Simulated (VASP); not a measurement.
# SiO2 (Cristobalite) (P4_12_12) in VASP: relaxation of the atoms with PBE

Aim: the relaxation of the atoms of SiO2 (Cristobalite) with PBE.

All numbers are computed with VASP 6.6.1; they aren't measurements. Logs are shortened: lines on timing, memory, paths and dates and some standing lists are left out, and cuts for length are marked.

## 1. The cell of the first run

The structure is tetragonal, space group P4_12_12 (No. 92). The conventional cell has a = 4.903 Å, b = 4.903 Å, c = 6.778 Å, α = 90.00°, β = 90.00°, γ = 90.00°. Si (site symmetry 2) has 4 O at 1.60 to 1.61 Å within 2.1 Å. O (site symmetry 1) has 2 Si at 1.60 to 1.61 Å within 2.1 Å.

## 2. Relaxation of the atoms, PBE

The input, INCAR:

```
PREC = Accurate
ENCUT = 520
EDIFF = 1E-7
ISMEAR = -1
SIGMA = 0.02
LREAL = False
LASPH = True
NELM = 100
ALGO = Normal
ISIF = 2
LWAVE = False
LCHARG = False
GGA = PE
IBRION = 2
NSW = 80
EDIFFG = -0.02
```

The input, KPOINTS:

```
regular mesh
0
Gamma
  5 5 4
```

The input, POSCAR:

```
SiO2
1.0
    4.9028000000      0.0000000000      0.0000000000
    0.0000000000      4.9028000000      0.0000000000
    0.0000000000      0.0000000000      6.7782000000
Si O
4 8
Direct
    0.3086000000      0.3086000000      0.0000000000
    0.1914000000      0.8086000000      0.2500000000
    0.6914000000      0.6914000000      0.5000000000
    0.8086000000      0.1914000000      0.7500000000
    0.2364000000      0.1198000000      0.1870000000
    0.3802000000      0.7364000000      0.4370000000
    0.7636000000      0.8802000000      0.6870000000
    0.6198000000      0.2636000000      0.9370000000
    0.7364000000      0.3802000000      0.5630000000
    0.8802000000      0.7636000000      0.3130000000
    0.2636000000      0.6198000000      0.0630000000
    0.1198000000      0.2364000000      0.8130000000
```

Potentials or basis: VASP PAW PBE potentials, release 64 (Si, O).

Started as:

```
$ cat potpaw_PBE.64/Si/POTCAR potpaw_PBE.64/O/POTCAR > POTCAR
$ mpirun -np 1 vasp_std > vasp.out
```

OUTCAR:

```text
PREC = Accurate
   ENCUT = 520
   EDIFF = 1E-7
   ISMEAR = -1
   LREAL = False
   LASPH = True
   NELM = 100
   ISIF = 2
   GGA = PE
   IBRION = 2
   NSW = 80
   EDIFFG = -0.02

 ion  position               nearest neighbor table
   1  0.309  0.309  0.000-   8 1.60  11 1.60   5 1.61  12 1.61   2 3.03   4 3.03   2 3.03   4 3.03

   2  0.191  0.809  0.250-   5 1.60  10 1.60   6 1.61  11 1.61   1 3.03   3 3.03   1 3.03   3 3.03

   3  0.691  0.691  0.500-   6 1.60   9 1.60   7 1.61  10 1.61   2 3.03   4 3.03   4 3.03   2 3.03

   4  0.809  0.191  0.750-   7 1.60  12 1.60   9 1.61   8 1.61   1 3.03   3 3.03   3 3.03   1 3.03

   5  0.236  0.120  0.187-   2 1.60   1 1.61
   6  0.380  0.736  0.437-   3 1.60   2 1.61
   7  0.764  0.880  0.687-   4 1.60   3 1.61
   8  0.620  0.264  0.937-   1 1.60   4 1.61
   9  0.736  0.380  0.563-   3 1.60   4 1.61
  10  0.880  0.764  0.313-   2 1.60   3 1.61
  11  0.264  0.620  0.063-   1 1.60   2 1.61
  12  0.120  0.236  0.813-   4 1.60   1 1.61

  LATTYP: Found a simple tetragonal cell.
 ALAT       =     4.9028000000
 C/A-ratio  =     1.3825161132

  Lattice vectors:

 A1 = (   4.9028000000,   0.0000000000,   0.0000000000)
 A2 = (   0.0000000000,   4.9028000000,   0.0000000000)
 A3 = (   0.0000000000,   0.0000000000,   6.7782000000)

Analysis of symmetry for initial positions (statically):
=====================================================================
 Subroutine PRICEL returns:
 Original cell was already a primitive cell.

 Routine SETGRP: Setting up the symmetry group for a
 simple tetragonal supercell.

 Subroutine GETGRP returns: Found  8 space group operations
 (whereof  2 operations were pure point group operations)
 out of a pool of 16 trial point group operations.

The static configuration has the point symmetry C_2 .
 The point group associated with its full space group is D_4 .

Analysis of symmetry for dynamics (positions and initial velocities):
=====================================================================
 Subroutine PRICEL returns:
 Original cell was already a primitive cell.

 Routine SETGRP: Setting up the symmetry group for a
 simple tetragonal supercell.

 Subroutine GETGRP returns: Found  8 space group operations
 (whereof  2 operations were pure point group operations)
 out of a pool of 16 trial point group operations.

The dynamic configuration has the point symmetry C_2 .
 The point group associated with its full space group is D_4 .

 Subroutine INISYM returns: Found  8 space group operations
 (whereof  2 operations are pure point group operations),
 and found     1 'primitive' translations

----------------------------------------------------------------------------------------

                                     Primitive cell

  volume of cell :     162.9306

  direct lattice vectors                    reciprocal lattice vectors
     4.902800000  0.000000000  0.000000000     0.203965081  0.000000000  0.000000000
     0.000000000  4.902800000  0.000000000     0.000000000  0.203965081  0.000000000
     0.000000000  0.000000000  6.778200000     0.000000000  0.000000000  0.147531793

  length of vectors
     4.902800000  4.902800000  6.778200000     0.203965081  0.203965081  0.147531793

  position of ions in fractional coordinates (direct lattice)
     0.308600000  0.308600000  0.000000000
     0.191400000  0.808600000  0.250000000
     0.691400000  0.691400000  0.500000000
     0.808600000  0.191400000  0.750000000
     0.236400000  0.119800000  0.187000000
     0.380200000  0.736400000  0.437000000
     0.763600000  0.880200000  0.687000000
     0.619800000  0.263600000  0.937000000
     0.736400000  0.380200000  0.563000000
     0.880200000  0.763600000  0.313000000
     0.263600000  0.619800000  0.063000000
     0.119800000  0.236400000  0.813000000

  ion indices of the primitive-cell ions
   primitive index   ion index
                 1           1
                 2           2
                 3           3
                 4           4
                 5           5
                 6           6
                 7           7
                 8           8
                 9           9
                10          10
                11          11
                12          12

----------------------------------------------------------------------------------------

 KPOINTS: regular mesh

Automatic generation of k-mesh.
 Grid dimensions read from file:
 generate k-points for:    5    5    4

 Generating k-lattice:

  Cartesian coordinates                     Fractional coordinates (reciprocal lattice)
     0.040793016  0.000000000  0.000000000     0.200000000  0.000000000  0.000000000
     0.000000000  0.040793016  0.000000000     0.000000000  0.200000000  0.000000000
     0.000000000  0.000000000  0.036882948     0.000000000  0.000000000  0.250000000

  Length of vectors
     0.040793016  0.040793016  0.036882948

  Shift w.r.t. Gamma in fractional coordinates (k-lattice)
     0.000000000  0.000000000  0.000000000

 Subroutine IBZKPT returns following result:
 ===========================================

 Found     18 irreducible k-points:

 Following reciprocal coordinates:
            Coordinates               Weight
  0.000000  0.000000  0.000000      1.000000
  0.200000  0.000000  0.000000      4.000000
  0.400000  0.000000  0.000000      4.000000
  0.200000  0.200000  0.000000      4.000000
  0.400000  0.200000  0.000000      8.000000
  0.400000  0.400000  0.000000      4.000000
[... 10 lines left out ...]
  0.400000  0.200000  0.500000      8.000000
  0.400000  0.400000  0.500000      4.000000
   k-points           NKPTS =     18   k-points in BZ     NKDIM =     18   number of bands    NBANDS=     39
   number of dos      NEDOS =    301   number of ions     NIONS =     12
   total plane-waves  NPLWV =  64800
   dimension x,y,z NGX =    36 NGY =   36 NGZ =   50
   dimension x,y,z NGXF=    72 NGYF=   72 NGZF=  100
   ions per type =               4   8
   NGX,Y,Z   is equivalent  to a cutoff of  12.21, 12.21, 12.26 a.u.
   NGXF,Y,Z  is equivalent  to a cutoff of  24.41, 24.41, 24.53 a.u.
 SYSTEM =  unknown system
   PREC   = accura    normal or accurate (medium, high low for compatibility)
   ISTART =      0    job   : 0-new  1-cont  2-samecut
   ICHARG =      2    charge: 1-file 2-atom 10-const
   ISPIN  =      1    spin polarized calculation?
   LNONCOLLINEAR =      F non collinear calculations
   LSORBIT =      F    spin-orbit coupling
   LASPH  =      T    aspherical Exc in radial PAW
   ENCUT  =  520.0 eV  38.22 Ry    6.18 a.u.   9.12  9.12 12.60*2*pi/ulx,y,z
   NELM   =    100;   NELMIN=  2; NELMDL= -5     # of ELM steps
   EDIFF  = 0.1E-06   stopping-criterion for ELM
   LREAL  =      F    real-space projection
   EDIFFG = -.2E-01   stopping-criterion for IOM
   NSW    =     80    number of steps for IOM
   IBRION =      2    ionic relax: 0-MD 1-quasi-New 2-CG
   NFREE  =      1    steps in history (QN), initial steepest desc. (CG)
   ISIF   =      2    stress and relaxation
   ISYM   =      2    0-nonsym 1-usesym 2-fastsym
   POTIM  = 0.5000    time-step for ionic-motion
   TEBEG  =    0.0;   TEEND  =   0.0 temperature during run
   PSTRESS=    0.0 pullay stress
   NELECT =      64.0000    total number of electrons
   NUPDOWN=      -1.0000    fix difference up-down
   EMIN   =  10.00;   EMAX   =-10.00  energy-range for DOS
   EFERMI =   0.00;   METHOD = LEGACY
   ISMEAR =    -1;   SIGMA  =   0.02  broadening in eV -4-tet -1-fermi 0-gaus
   EFERMI_NEDOS =   21; number of points for ismear=-14 and -15
   IALGO  =     38    algorithm
   IMIX   =      4    mixing-type and parameters
     AMIX     =   0.40;   BMIX     =  1.00
     AMIX_MAG =   1.60;   BMIX_MAG =  1.00
  volume/ion in A,a.u.               =      13.58        91.63
  Fermi-wavevector in a.u.,A,eV,Ry     =   1.198949  2.265684 19.558073  1.437478
  Thomas-Fermi vector in A             =   2.334824
   LORBIT       =      0    0 simple, 1 ext, 2 COOP (PROOUT), +10 PAW based schemes
   GGA     = PE    functional components
   LHFCALC =     F    Hartree Fock is set to
   AEXX    =    0.0000 exact exchange contribution
   IVDW    =     0    specifies the selected vdW correction
   LEPSILON=     F    determine dielectric tensor
   LRPA    =     F    only Hartree local field effects (RPA)
 conjugate gradient relaxation of ions
 non-spin polarized calculation
  energy-cutoff  :      520.00
  volume of cell :      162.93
 maximum number of plane-waves:      4400
   NGX = 19   NGY = 19   NGZ = 25

--------------------------------------- Ionic step        1  -------------------------------------------

 number of electron      64.0000004 magnetization

 Free energy of the ion-electron system (eV)
  ---------------------------------------------------
  ext. energy  EPLUGINS =         0.00000000
  ---------------------------------------------------
  free energy    TOTEN  =       -94.65695449 eV

  energy without entropy =      -94.65695449  energy(sigma->0) =      -94.65695449

------------------------ aborting loop because EDIFF is reached ----------------------------------------

  FORCE on cell =-STRESS in cart. coord.  units (eV):
  Direction    XX          YY          ZZ          XY          YZ          ZX
  --------------------------------------------------------------------------------------
  -------------------------------------------------------------------------------------
  Total        9.2147163      9.2147163      8.2204612      0.0000000      0.0000000      0.0000000
  in kB       90.6128556     90.6128556     80.8358546      0.0000000      0.0000000      0.0000000
  external PRESSURE =      87.3538552 kB  Pullay stress =       0.0000000 kB
[... 119 lines left out ...]
  FREE ENERGIE OF THE ION-ELECTRON SYSTEM (eV)
  ---------------------------------------------------
  free  energy   TOTEN  =       -94.7056497528 eV

  energy  without entropy=      -94.7056497527  energy(sigma->0) =      -94.70564975

[... ionic steps 4 to 13 ...]

--------------------------------------- Ionic step       14  -------------------------------------------

 number of electron      63.9999997 magnetization

------------------------ aborting loop because EDIFF is reached ----------------------------------------

  FORCE on cell =-STRESS in cart. coord.  units (eV):
  Direction    XX          YY          ZZ          XY          YZ          ZX
  --------------------------------------------------------------------------------------
  -------------------------------------------------------------------------------------
  Total        2.7182946      2.7182946      2.4319137      0.0000000      0.0000000      0.0000000
  in kB       26.7303333     26.7303333     23.9142086      0.0000000      0.0000000      0.0000000
  external PRESSURE =      25.7916251 kB  Pullay stress =       0.0000000 kB
[... 77 lines left out ...]
  energy  without entropy=      -94.7867457821  energy(sigma->0) =      -94.78674578

--------------------------------------- Ionic step       16  -------------------------------------------

 number of electron      64.0000004 magnetization

 Free energy of the ion-electron system (eV)
  ---------------------------------------------------
  ext. energy  EPLUGINS =         0.00000000
  ---------------------------------------------------
  free energy    TOTEN  =       -94.78761862 eV

  energy without entropy =      -94.78761862  energy(sigma->0) =      -94.78761862

 E-fermi :   0.9151     XC(G=0):  -8.7794

 val. band max:        0.5174675480   @ k =   0.0000   0.0000   0.0000
 cond. band min:       6.2046438609   @ k =   0.0000   0.0000   0.0000
 fundamental gap:      5.6871763130
 Fermi energy:         0.9150853808

 k-point     1 :       0.0000    0.0000    0.0000
  band No.  band energies     occupation
      1     -18.8835      2.00000
      2     -17.9660      2.00000
      3     -17.9660      2.00000
      4     -16.8354      2.00000
      5     -16.7518      2.00000
      6     -16.7508      2.00000
[... 784 lines left out ...]
  FREE ENERGIE OF THE ION-ELECTRON SYSTEM (eV)
  ---------------------------------------------------
  free  energy   TOTEN  =       -94.7876186179 eV

  energy  without entropy=      -94.7876186179  energy(sigma->0) =      -94.78761862

 reached required accuracy - stopping structural energy minimisation
```

It took 26 min on 1 thread of Intel Xeon 8259CL, shared host; peak memory 0.28 GiB.

What came out:

```
Free energy                  : -94.7876 eV
Energy gained by relaxing    : 10.9 meV/atom
Ionic steps                  : 16
Pressure after relaxing      : 2.3 GPa
Largest force after relaxing : 0.010 eV/Å
Band gap on the k mesh       : 5.69 eV, direct
```

Forces in eV/Å, atoms in the order of the input:
```
Si   0.007  0.007  0.000
Si  -0.007  0.007  0.000
Si  -0.007 -0.007  0.000
Si   0.007 -0.007  0.000
O   -0.005 -0.004 -0.002
O    0.004 -0.005 -0.002
O    0.005  0.004 -0.002
O   -0.004  0.005 -0.002
O   -0.005  0.004  0.002
O    0.004  0.005  0.002
O    0.005 -0.004  0.002
O   -0.004 -0.005  0.002
```

The path:
| step | energy change (eV) | largest force (eV/Å) | pressure (GPa) |
| --- | --- | --- | --- |
| 1 | 0.0000 | 0.5246 | 8.74 |
| 2 | -0.0471 | 0.7392 | 6.53 |
| 3 | -0.0487 | 0.5934 | 6.86 |
| 4 | -0.0847 | 0.4465 | 5.59 |
| 5 | -0.1084 | 0.2249 | 3.51 |
| 6 | -0.1122 | 0.1667 | 3.49 |
| 7 | -0.1201 | 0.1722 | 3.44 |
| 8 | -0.1191 | 0.3607 | 3.33 |
| 9 | -0.1224 | 0.2333 | 3.39 |
| 10 | -0.1249 | 0.1721 | 3.34 |
| 11 | -0.1277 | 0.0793 | 3.22 |
| 12 | -0.1281 | 0.0737 | 3.15 |
| 13 | -0.1292 | 0.0570 | 2.96 |
| 14 | -0.1304 | 0.0240 | 2.58 |
| 15 | -0.1298 | 0.0457 | 1.82 |
| 16 | -0.1307 | 0.0097 | 2.31 |

Final structure:
```
CELL_PARAMETERS angstrom
4.90280 0.00000 0.00000
0.00000 4.90280 0.00000
0.00000 0.00000 6.77820
ATOMIC_POSITIONS crystal
Si 0.31310 0.31310 0.00000
Si 0.18690 0.81310 0.25000
Si 0.68690 0.68690 0.50000
Si 0.81310 0.18690 0.75000
O 0.23361 0.13142 0.19240
O 0.36858 0.73361 0.44240
O 0.76639 0.86858 0.69240
O 0.63142 0.26639 0.94240
O 0.73361 0.36858 0.55760
O 0.86858 0.76639 0.30760
O 0.26639 0.63142 0.05760
O 0.13142 0.23361 0.80760
```

A k mesh can miss the band edges. As with any semilocal functional, this PBE gap is likely too small.
